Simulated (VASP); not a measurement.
# CsI (Pm-3m) in VASP: further runs

The runs below take CsI through single point, with PBE.

Everything below comes from runs of VASP 6.6.1. Logs are shortened: lines on timing, memory, paths and dates and some standing lists are left out, and cuts for length are marked.

**1. The cell of the first run**

It takes space group Pm-3m (No. 221, cubic). The conventional cell has a = 4.772 Å, b = 4.772 Å, c = 4.772 Å, α = 90.00°, β = 90.00°, γ = 90.00°. Cs (site symmetry m-3m) has 8 I at 4.13 Å and 6 Cs at 4.77 Å within 5.4 Å. I (site symmetry m-3m) has 8 Cs at 4.13 Å and 6 I at 4.77 Å within 5.4 Å.

**2. Single point, PBE (54.33 Å³/atom)**

The input, INCAR:

```
PREC = Accurate
ENCUT = 500
EDIFF = 1E-6
ISMEAR = 0
SIGMA = 0.05
LREAL = False
LASPH = True
NELM = 120
ALGO = Normal
ISIF = 2
LWAVE = False
LCHARG = False
GGA = PE
NBANDS = 15
GGA_COMPAT = False
```

The input, KPOINTS:

```
Automatic mesh
0
Gamma
  8 8 8
```

The input, POSCAR:

```
CsI
1.0
    4.7718823157      0.0000000000      0.0000000000
    0.0000000000      4.7718823157      0.0000000000
    0.0000000000      0.0000000000      4.7718823157
Cs I
1 1
Direct
    0.0000000000      0.0000000000      0.0000000000
    0.5000000000      0.5000000000      0.5000000000
```

Potentials or basis: VASP PAW PBE potentials, release 64 (Cs_sv, I).

Run with:

```bash
$ cat potpaw_PBE.64/Cs_sv/POTCAR potpaw_PBE.64/I/POTCAR > POTCAR
$ mpirun -np 1 vasp_std > vasp.out
```

OUTCAR:

```text
PREC = Accurate
   ENCUT = 500
   EDIFF = 1E-6
   ISMEAR = 0
   LREAL = False
   LASPH = True
   NELM = 120
   ISIF = 2
   GGA = PE

 ion  position               nearest neighbor table
   1  0.000  0.000  0.000-
   2  0.500  0.500  0.500-

  LATTYP: Found a simple cubic cell.
 ALAT       =     4.7718823157

  Lattice vectors:

 A1 = (   4.7718823157,   0.0000000000,   0.0000000000)
 A2 = (   0.0000000000,   4.7718823157,   0.0000000000)
 A3 = (   0.0000000000,   0.0000000000,   4.7718823157)

Analysis of symmetry for initial positions (statically):
=====================================================================
 Subroutine PRICEL returns:
 Original cell was already a primitive cell.

 Routine SETGRP: Setting up the symmetry group for a
 simple cubic supercell.

 Subroutine GETGRP returns: Found 48 space group operations
 (whereof 48 operations were pure point group operations)
 out of a pool of 48 trial point group operations.

The static configuration has the point symmetry O_h .

Analysis of symmetry for dynamics (positions and initial velocities):
=====================================================================
 Subroutine PRICEL returns:
 Original cell was already a primitive cell.

 Routine SETGRP: Setting up the symmetry group for a
 simple cubic supercell.

 Subroutine GETGRP returns: Found 48 space group operations
 (whereof 48 operations were pure point group operations)
 out of a pool of 48 trial point group operations.

The dynamic configuration has the point symmetry O_h .

 Subroutine INISYM returns: Found 48 space group operations
 (whereof 48 operations are pure point group operations),
 and found     1 'primitive' translations

----------------------------------------------------------------------------------------

                                     Primitive cell

  volume of cell :     108.6599

  direct lattice vectors                    reciprocal lattice vectors
     4.771882316  0.000000000  0.000000000     0.209560910  0.000000000  0.000000000
     0.000000000  4.771882316  0.000000000     0.000000000  0.209560910  0.000000000
     0.000000000  0.000000000  4.771882316     0.000000000  0.000000000  0.209560910

  length of vectors
     4.771882316  4.771882316  4.771882316     0.209560910  0.209560910  0.209560910

  position of ions in fractional coordinates (direct lattice)
     0.000000000  0.000000000  0.000000000
     0.500000000  0.500000000  0.500000000

  ion indices of the primitive-cell ions
   primitive index   ion index
                 1           1
                 2           2

----------------------------------------------------------------------------------------

 KPOINTS: Automatic mesh

Automatic generation of k-mesh.
 Grid dimensions read from file:
 generate k-points for:    8    8    8

 Generating k-lattice:

  Cartesian coordinates                     Fractional coordinates (reciprocal lattice)
     0.026195114  0.000000000  0.000000000     0.125000000  0.000000000  0.000000000
     0.000000000  0.026195114  0.000000000     0.000000000  0.125000000  0.000000000
     0.000000000  0.000000000  0.026195114     0.000000000  0.000000000  0.125000000

  Length of vectors
     0.026195114  0.026195114  0.026195114

  Shift w.r.t. Gamma in fractional coordinates (k-lattice)
     0.000000000  0.000000000  0.000000000

 Subroutine IBZKPT returns following result:
 ===========================================

 Found     35 irreducible k-points:

 Following reciprocal coordinates:
            Coordinates               Weight
  0.000000  0.000000  0.000000      1.000000
  0.125000  0.000000  0.000000      6.000000
  0.250000  0.000000  0.000000      6.000000
  0.375000  0.000000  0.000000      6.000000
  0.500000  0.000000  0.000000      3.000000
  0.125000  0.125000  0.000000     12.000000
[... 16 lines left out ...]
  0.375000  0.375000  0.125000     24.000000
  0.500000  0.375000  0.125000     24.000000
 [... further k-points ...]
   k-points           NKPTS =     35   k-points in BZ     NKDIM =     35   number of bands    NBANDS=     15
   number of dos      NEDOS =    301   number of ions     NIONS =      2
   total plane-waves  NPLWV =  46656
   dimension x,y,z NGX =    36 NGY =   36 NGZ =   36
   dimension x,y,z NGXF=    72 NGYF=   72 NGZF=   72
   ions per type =               1   1
   NGX,Y,Z   is equivalent  to a cutoff of  12.54, 12.54, 12.54 a.u.
   NGXF,Y,Z  is equivalent  to a cutoff of  25.08, 25.08, 25.08 a.u.
 SYSTEM =  unknown system
   PREC   = accura    normal or accurate (medium, high low for compatibility)
   ISTART =      0    job   : 0-new  1-cont  2-samecut
   ICHARG =      2    charge: 1-file 2-atom 10-const
   ISPIN  =      1    spin polarized calculation?
   LNONCOLLINEAR =      F non collinear calculations
   LSORBIT =      F    spin-orbit coupling
   LASPH  =      T    aspherical Exc in radial PAW
   ENCUT  =  500.0 eV  36.75 Ry    6.06 a.u.   8.70  8.70  8.70*2*pi/ulx,y,z
   NELM   =    120;   NELMIN=  2; NELMDL= -5     # of ELM steps
   EDIFF  = 0.1E-05   stopping-criterion for ELM
   LREAL  =      F    real-space projection
   EDIFFG = 0.1E-04   stopping-criterion for IOM
   NSW    =      0    number of steps for IOM
   IBRION =     -1    ionic relax: 0-MD 1-quasi-New 2-CG
   NFREE  =      0    steps in history (QN), initial steepest desc. (CG)
   ISIF   =      2    stress and relaxation
   ISYM   =      2    0-nonsym 1-usesym 2-fastsym
   POTIM  = 0.5000    time-step for ionic-motion
   TEBEG  =    0.0;   TEEND  =   0.0 temperature during run
   PSTRESS=    0.0 pullay stress
   NELECT =      16.0000    total number of electrons
   NUPDOWN=      -1.0000    fix difference up-down
   EMIN   =  10.00;   EMAX   =-10.00  energy-range for DOS
   EFERMI =   0.00;   METHOD = LEGACY
   ISMEAR =     0;   SIGMA  =   0.05  broadening in eV -4-tet -1-fermi 0-gaus
   EFERMI_NEDOS =   21; number of points for ismear=-14 and -15
   IALGO  =     38    algorithm
   IMIX   =      4    mixing-type and parameters
     AMIX     =   0.40;   BMIX     =  1.00
     AMIX_MAG =   1.60;   BMIX_MAG =  1.00
  volume/ion in A,a.u.               =      54.33       366.64
  Fermi-wavevector in a.u.,A,eV,Ry     =   0.864487  1.633643 10.168146  0.747338
  Thomas-Fermi vector in A             =   1.982591
   LORBIT       =      0    0 simple, 1 ext, 2 COOP (PROOUT), +10 PAW based schemes
   GGA     = PE    functional components
   LHFCALC =     F    Hartree Fock is set to
   AEXX    =    0.0000 exact exchange contribution
   IVDW    =     0    specifies the selected vdW correction
   LEPSILON=     F    determine dielectric tensor
   LRPA    =     F    only Hartree local field effects (RPA)
 non-spin polarized calculation
 Gauss-broadening in eV      SIGMA  =   0.05
  energy-cutoff  :      500.00
  volume of cell :      108.66
 maximum number of plane-waves:      2800
 NGX is ok and might be reduce to    36
   NGX = 17   NGY = 17   NGZ = 17

 number of electron      15.9999998 magnetization

 Free energy of the ion-electron system (eV)
  ---------------------------------------------------
  ext. energy  EPLUGINS =         0.00000000
  ---------------------------------------------------
  free energy    TOTEN  =        -5.43101327 eV

  energy without entropy =       -5.43101327  energy(sigma->0) =       -5.43101327

 E-fermi :   0.3459     XC(G=0):  -7.2189

 val. band max:        0.0936307795   @ k =   0.5000   0.5000   0.0000
 cond. band min:       3.5855747523   @ k =   0.0000   0.0000   0.0000
 fundamental gap:      3.4919439729
 Fermi energy:         0.3458762379

 k-point     1 :       0.0000    0.0000    0.0000
  band No.  band energies     occupation
      1     -20.4914      2.00000
      2     -10.3803      2.00000
      3      -7.2063      2.00000
      4      -7.2063      2.00000
      5      -7.2063      2.00000
      6      -0.0058      2.00000
      7      -0.0058      2.00000
      8      -0.0058      2.00000
      9       3.5856      0.00000
     10       4.4339      0.00000
     11       4.4339      0.00000
     12       7.5578      0.00000
     13       7.5578      0.00000
     14       7.5578      0.00000
     15       9.8764      0.00000

 k-point     2 :       0.1250    0.0000    0.0000
  band No.  band energies     occupation
      1     -20.4895      2.00000
      2     -10.3791      2.00000
      3      -7.2253      2.00000
      4      -7.2010      2.00000
      5      -7.2010      2.00000
      6      -0.2310      2.00000
      7      -0.0172      2.00000
      8      -0.0172      2.00000
      9       3.8942      0.00000
     10       4.5173      0.00000
     11       4.7060      0.00000
     12       7.5081      0.00000
     13       7.5081      0.00000
     14       7.6184      0.00000
     15       9.2179      0.00000

 k-point     3 :       0.2500    0.0000    0.0000
  band No.  band energies     occupation
      1     -20.4848      2.00000
      2     -10.3768      2.00000
      3      -7.2684      2.00000
      4      -7.1881      2.00000
      5      -7.1881      2.00000
      6      -0.6755      2.00000
      7      -0.0454      2.00000
      8      -0.0454      2.00000
      9       4.6111      0.00000
     10       4.7564      0.00000
     11       5.3986      0.00000
     12       7.4511      0.00000
     13       7.4511      0.00000
     14       7.7832      0.00000
     15       8.1983      0.00000

 k-point     4 :       0.3750    0.0000    0.0000
  band No.  band energies     occupation
      1     -20.4801      2.00000
      2     -10.3751      2.00000
      3      -7.3079      2.00000
      4      -7.1751      2.00000
      5      -7.1751      2.00000
      6      -1.0378      2.00000
      7      -0.0745      2.00000
      8      -0.0745      2.00000
      9       5.0944      0.00000
     10       5.4655      0.00000
     11       6.1006      0.00000
     12       7.3455      0.00000
     13       7.4974      0.00000
     14       7.4974      0.00000
     15       7.9855      0.00000
[... 307 lines left out ...]
 k-point    22 :       0.5000    0.2500    0.1250
  band No.  band energies     occupation
      1     -20.4702      2.00000
      2     -10.3063      2.00000
      3      -7.3837      2.00000
      4      -7.3034      2.00000
      5      -7.1955      2.00000
      6      -0.9006      2.00000
      7      -0.4334      2.00000
      8      -0.1156      2.00000
      9       5.1476      0.00000
     10       5.5815      0.00000
     11       6.1036      0.00000
     12       6.7608      0.00000
     13       7.2032      0.00000
     14       7.7809      0.00000
     15       8.9418      0.00000

 k-point    23 :       0.3750    0.3750    0.1250
  band No.  band energies     occupation
      1     -20.4677      2.00000
      2     -10.2818      2.00000
      3      -7.3990      2.00000
      4      -7.3673      2.00000
      5      -7.1892      2.00000
      6      -0.7246      2.00000
      7      -0.6230      2.00000
      8      -0.1143      2.00000
      9       4.8610      0.00000
     10       5.4436      0.00000
     11       6.2744      0.00000
     12       6.4779      0.00000
     13       7.5139      0.00000
     14       7.7239      0.00000
     15       9.1532      0.00000

 k-point    24 :       0.5000    0.3750    0.1250
  band No.  band energies     occupation
      1     -20.4659      2.00000
      2     -10.2676      2.00000
      3      -7.4173      2.00000
      4      -7.3950      2.00000
      5      -7.1850      2.00000
      6      -0.7594      2.00000
      7      -0.6265      2.00000
      8      -0.1001      2.00000
      9       4.7334      0.00000
     10       5.3663      0.00000
     11       6.2439      0.00000
     12       6.3539      0.00000
     13       7.7404      0.00000
     14       8.5079      0.00000
     15       8.9959      0.00000

 [... further k-points ...]
[... 5 lines left out ...]
  --------------------------------------------------------------------------------------
  -------------------------------------------------------------------------------------
  Total       -0.3673002     -0.3673002     -0.3673002      0.0000000      0.0000000      0.0000000
  in kB       -5.4157993     -5.4157993     -5.4157993      0.0000000      0.0000000      0.0000000
  external PRESSURE =      -5.4157993 kB  Pullay stress =       0.0000000 kB

 VOLUME and BASIS-vectors are now :
 -----------------------------------------------------------------------------
  energy-cutoff  :      500.00
  volume of cell :      108.66
      direct lattice vectors                 reciprocal lattice vectors
     4.771882316  0.000000000  0.000000000     0.209560910  0.000000000  0.000000000
     0.000000000  4.771882316  0.000000000     0.000000000  0.209560910  0.000000000
     0.000000000  0.000000000  4.771882316     0.000000000  0.000000000  0.209560910

 POSITION                                       TOTAL-FORCE (eV/Angst)
 -----------------------------------------------------------------------------------
      0.00000      0.00000      0.00000         0.000000      0.000000      0.000000
      2.38594      2.38594      2.38594         0.000000      0.000000      0.000000
 -----------------------------------------------------------------------------------
    total drift:                                0.000000      0.000000      0.000000

  FREE ENERGIE OF THE ION-ELECTRON SYSTEM (eV)
  ---------------------------------------------------
  free  energy   TOTEN  =        -5.4310132708 eV

  energy  without entropy=       -5.4310132708  energy(sigma->0) =       -5.43101327
```

Wall time 59 s (1 thread of Intel Xeon 8259CL, shared host); peak memory 0.23 GiB.

Results:

```
Free energy            : -5.4310 eV
Pressure               : -0.5 GPa
Band gap on the k mesh : 3.49 eV (least direct gap 3.59 eV)
```

Levels at points of the mesh, in eV from the valence-band top:
```tsv
k point	band 5	band 6	band 7	band 8	band 9	band 10	band 11	band 12
(0.00, 0.00, 0.00)	-7.30	-0.10	-0.10	-0.10	3.49	4.34	4.34	7.46
(0.50, 0.00, 0.00)	-7.26	-1.27	-0.18	-0.18	5.21	5.96	6.15	6.87
(0.50, 0.50, 0.00)	-7.24	-0.76	-0.76	0.00	4.24	4.85	6.04	6.04
(0.50, 0.50, 0.50)	-7.47	-1.02	-1.02	-1.02	6.78	6.78	6.78	7.28
```

Caveat: spin-orbit coupling is left out, which moves the levels of the heavy elements. A k mesh can miss the band edges.

**3. Single point, PBE (55.85 Å³/atom)**

This run uses another cell than the first one, of 55.85 Å³/atom.

The input, INCAR:

```
SYSTEM = CsI
ALGO = Normal ; EDIFF = 1E-6
ENCUT = 500 ; GGA = PE
GGA_COMPAT = .FALSE. ; ISIF = 2
ISMEAR = 0 ; LASPH = .TRUE.
LCHARG = .FALSE. ; LREAL = .FALSE.
LWAVE = .FALSE. ; NBANDS = 15
NELM = 120 ; PREC = Accurate
SIGMA = 0.05
```

The input, KPOINTS:

```
k-points
0
G
  8 8 8
  0 0 0
```

The input, POSCAR:

```
CsI
1.0
    4.8160689252      0.0000000000      0.0000000000
    0.0000000000      4.8160689252      0.0000000000
    0.0000000000      0.0000000000      4.8160689252
Cs I
1 1
Direct
    0.0000000000      0.0000000000      0.0000000000
    0.5000000000      0.5000000000      0.5000000000
```

Potentials or basis: VASP PAW PBE potentials, release 64 (Cs_sv, I).

Run with:

```bash
$ cat potpaw_PBE.64/Cs_sv/POTCAR potpaw_PBE.64/I/POTCAR > POTCAR
$ mpirun -np 1 vasp_std > vasp.out
```

Run time: 56 s. Hardware: 1 thread of Intel Xeon 8259CL, shared host; peak memory 0.23 GiB.

It converged, with:

```yaml
Free_energy: -5.4191 eV
Pressure: -0.7 GPa
Band_gap_on_the_k_mesh: 3.42 eV (least direct gap 3.52 eV)
```

Levels at points of the mesh, in eV from the valence-band top:
| k point | band 5 | band 6 | band 7 | band 8 | band 9 | band 10 | band 11 | band 12 |
| --- | --- | --- | --- | --- | --- | --- | --- | --- |
| (0.00, 0.00, 0.00) | -7.35 | -0.10 | -0.10 | -0.10 | 3.42 | 4.36 | 4.36 | 7.40 |
| (0.50, 0.00, 0.00) | -7.32 | -1.21 | -0.17 | -0.17 | 5.20 | 5.86 | 6.03 | 6.87 |
| (0.50, 0.50, 0.00) | -7.30 | -0.73 | -0.73 | 0.00 | 4.23 | 4.84 | 6.02 | 6.02 |
| (0.50, 0.50, 0.50) | -7.51 | -0.96 | -0.96 | -0.96 | 6.70 | 6.70 | 6.70 | 7.16 |

Caveat: spin-orbit coupling is left out, which moves the levels of the heavy elements.
